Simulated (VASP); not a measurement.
## Al3Si5C5N3: single point with PBEsol

Crystal: Al3Si5C5N3.

```
CELL_PARAMETERS angstrom
9.27114 0.00000 0.00000
0.00000 10.70539 0.00000
0.00000 0.00000 10.04647
ATOMIC_POSITIONS crystal
Si 0.16329 0.08550 0.25097
Si 0.16642 0.08372 0.74825
Si 0.00217 0.33340 0.75040
Si 0.33158 0.33488 0.25076
Si 0.16852 0.58559 0.24597
Si 0.99970 0.83468 0.74995
Si 0.83215 0.08219 0.24657
Si 0.83059 0.08049 0.75167
Si 0.66588 0.33198 0.74848
Si 0.33026 0.83306 0.74854
Si 0.83188 0.58422 0.24880
Si 0.66358 0.83346 0.24521
Si 0.66516 0.83284 0.75370
Si 0.00055 0.16930 0.50275
Si 0.99983 0.16941 0.99963
Si 0.33656 0.16615 0.50093
Si 0.16817 0.41772 0.99877
Si 0.99582 0.66572 0.49665
Si 0.66610 0.16578 0.49999
Si 0.66991 0.16919 0.99725
Si 0.49965 0.41777 0.00178
Si 0.33068 0.66555 0.49673
Si 0.16619 0.91334 0.49892
Si 0.83590 0.41516 0.99903
Si 0.66428 0.66433 0.49810
Si 0.66761 0.66424 0.99933
Si 0.49874 0.91945 0.49972
Si 0.50023 0.91469 0.99897
Si 0.83478 0.91392 0.49730
Si 0.83378 0.91456 0.99806
Al 0.00093 0.33300 0.24944
Al 0.49761 0.08225 0.25006
Al 0.49776 0.08294 0.74819
Al 0.33045 0.32952 0.74811
Al 0.16922 0.58335 0.74847
Al 0.99780 0.83548 0.24791
Al 0.66405 0.33539 0.24788
Al 0.50183 0.58319 0.25257
Al 0.50261 0.58660 0.75048
Al 0.33344 0.83441 0.24920
Al 0.83169 0.58568 0.74933
Al 0.33188 0.16671 0.99894
Al 0.16221 0.41542 0.49947
Al 0.99673 0.66283 0.00012
Al 0.50056 0.41775 0.50021
Al 0.33436 0.66867 0.00124
Al 0.16698 0.91934 0.00007
Al 0.82807 0.41919 0.50237
N 0.99855 0.16845 0.19090
N 0.33220 0.16462 0.69058
N 0.00090 0.66588 0.19317
N 0.66836 0.16520 0.18647
N 0.66961 0.66833 0.68804
N 0.50247 0.91718 0.69354
N 0.16502 0.08259 0.93907
N 0.99883 0.33367 0.43634
N 0.49807 0.08057 0.93934
N 0.33171 0.33245 0.43866
N 0.32951 0.33075 0.93927
N 0.16924 0.58329 0.93854
N 0.99828 0.83402 0.93864
N 0.66572 0.33442 0.93663
N 0.50161 0.58317 0.43739
N 0.50086 0.58515 0.93870
N 0.33404 0.83223 0.94273
N 0.66196 0.83388 0.93697
C 0.00054 0.16714 0.69158
C 0.33170 0.16551 0.18496
C 0.16284 0.41666 0.18856
C 0.16974 0.41557 0.68590
C 0.00026 0.66993 0.69062
C 0.66720 0.16921 0.68859
C 0.49738 0.41603 0.18947
C 0.50055 0.41439 0.69070
C 0.33089 0.66556 0.18768
C 0.33379 0.66573 0.68563
C 0.16615 0.91578 0.19169
C 0.16523 0.91740 0.69137
C 0.83379 0.41556 0.18994
C 0.83723 0.41635 0.68608
C 0.66755 0.66678 0.18801
C 0.50395 0.91897 0.18628
C 0.83356 0.91596 0.18814
C 0.83399 0.91538 0.68926
C 0.16304 0.08568 0.44068
C 0.99816 0.33044 0.93842
C 0.49703 0.08169 0.43891
C 0.16885 0.58416 0.43881
C 0.00034 0.83634 0.43903
C 0.83334 0.08572 0.43759
C 0.83200 0.08335 0.93623
C 0.66404 0.33600 0.43961
C 0.33292 0.83329 0.43688
C 0.83229 0.58003 0.44045
C 0.83188 0.58402 0.93682
C 0.66557 0.83435 0.43960
```

```yaml
Program: VASP 6.6.1
Task: single point
Functional: PBEsol
Potentials_or_basis: VASP PAW PBE potentials, release 64 (Si, Al, N, C)
Cutoff: 700 eV
k_mesh: 1 × 1 × 1, shifted
Occupations: fermi-dirac, width 0.05 eV
Spin: no spin polarisation
Dipole_correction: no
Further_INCAR_settings: LREAL = Auto; ALGO = Normal; EDIFF = 1e-06; NBANDS = 246; ISYM = -1
```

```json
{
 "Pressure": "1.9 GPa",
 "Largest force": "4.413 eV/Å",
 "Band gap on the k mesh": "1.58 eV"
}
```

Forces in eV/Å, atoms in the order of the input:
```
Si   1.684 -2.057 -0.756
Si  -0.569  0.402 -0.280
Si   0.199  2.096 -1.954
Si   0.057 -0.667 -0.527
Si   0.467  0.143  0.870
Si  -0.112 -2.611 -0.614
Si  -0.248  0.029  0.563
Si  -0.045  1.381 -2.019
Si   0.524  2.088 -2.937
Si   0.130 -2.329 -0.732
Si   0.637 -1.113  0.094
Si  -0.153 -0.047  0.433
Si   0.827 -0.775 -2.672
Si  -0.504  1.547 -0.638
Si   0.628 -0.532  0.670
Si  -0.785  1.000 -1.082
Si  -0.014  0.901  0.775
Si   1.212  0.550  1.529
Si  -0.390  2.861 -0.576
Si  -1.040 -0.600  1.603
Si  -1.194  0.495  1.109
Si   0.252  0.557  0.341
Si  -0.032  0.103 -0.973
Si  -0.061  1.981  2.018
Si   0.473 -0.104 -0.269
Si   0.369 -2.037  1.690
Si  -0.774 -1.053 -1.294
Si  -1.347  0.812  3.157
Si   0.517  0.335 -0.290
Si   1.179  0.340  1.794
Al  -0.976  0.655  1.292
Al  -0.051  0.530 -0.469
Al   0.871  0.887 -0.289
Al   0.452  1.944 -0.304
Al  -0.973 -0.855 -0.159
Al   1.614 -1.074  0.606
Al   0.548 -0.294  1.635
Al  -1.376  0.308 -0.626
Al  -0.527 -1.733 -0.806
Al  -0.075 -0.513 -0.802
Al   1.356 -1.009 -0.952
Al  -0.273  0.144  0.983
Al  -0.047 -0.178  0.018
Al   1.393  0.039  0.624
Al  -0.161 -0.609  0.398
Al  -0.620 -1.459  0.884
Al  -0.324 -0.577  1.906
Al   0.645 -2.353 -0.782
N   -0.689 -2.134 -1.759
N   -1.355 -1.944 -0.472
N   -0.626 -1.189 -0.387
N    1.644 -0.532 -2.525
N   -1.402  2.996 -0.465
N   -0.139 -1.754  0.571
N   -1.084  1.406 -2.096
N    0.109 -2.662  0.665
N    1.588 -0.595 -0.210
N   -0.046 -1.767 -0.903
N    0.992  1.602  0.366
N   -0.107 -1.544  0.827
N   -1.612  0.980 -1.162
N   -0.619 -1.293  0.631
N   -0.135  2.051  2.015
N    1.815 -0.428  0.586
N    2.132  2.161 -3.203
N    0.024 -0.265 -1.203
C    0.001 -1.091  0.272
C   -2.109  1.757  1.758
C    2.229  0.885 -1.245
C   -2.127 -1.811  1.893
C   -0.217  2.399 -0.741
C    1.073 -1.400  1.085
C   -1.496 -1.060 -2.671
C    1.414 -0.549  2.014
C   -0.860 -0.533  0.430
C    1.345  3.465  0.017
C   -0.717  3.276 -1.053
C    0.977  1.284  1.054
C   -0.029  1.699 -2.704
C   -0.659 -2.044  3.710
C    1.652  1.734 -1.308
C    1.502 -1.420 -2.863
C   -2.349  1.330 -2.277
C   -1.340  0.316  1.205
C    0.650  0.347  0.613
C    0.730 -0.241  0.202
C    0.532  0.223  2.948
C   -0.754  1.024 -1.623
C   -0.549 -0.584  1.644
C    0.113 -0.672 -0.450
C    0.157 -0.390  1.115
C   -0.101 -3.412 -0.295
C    0.937  0.351  3.502
C   -0.640  3.566 -1.575
C   -2.774 -0.745  1.391
C   -0.448 -0.343  0.488
```

Stress tensor (GPa, compression positive):
```
 2.58 -0.24  0.17
-0.24  1.51 -0.35
 0.17 -0.35  1.62
```

Levels at points of the mesh, in eV from the valence-band top:
| k point | band 189 | band 190 | band 191 | band 192 | band 193 | band 194 | band 195 | band 196 |
| --- | --- | --- | --- | --- | --- | --- | --- | --- |
| (0.25, 0.25, 0.25) | -0.34 | -0.24 | -0.08 | 0.00 | 1.58 | 1.66 | 1.88 | 2.11 |

Wall time 12 min on 1 thread of Intel(R) Xeon(R) 6975P-C (Granite Rapids) (shared host), peak memory 1.4 GiB.

Caveat: the PAW data sets were made with another functional, which shifts forces and pressure a little; a shifted mesh leaves out Γ, where band edges can lie. A k mesh can miss the band edges.
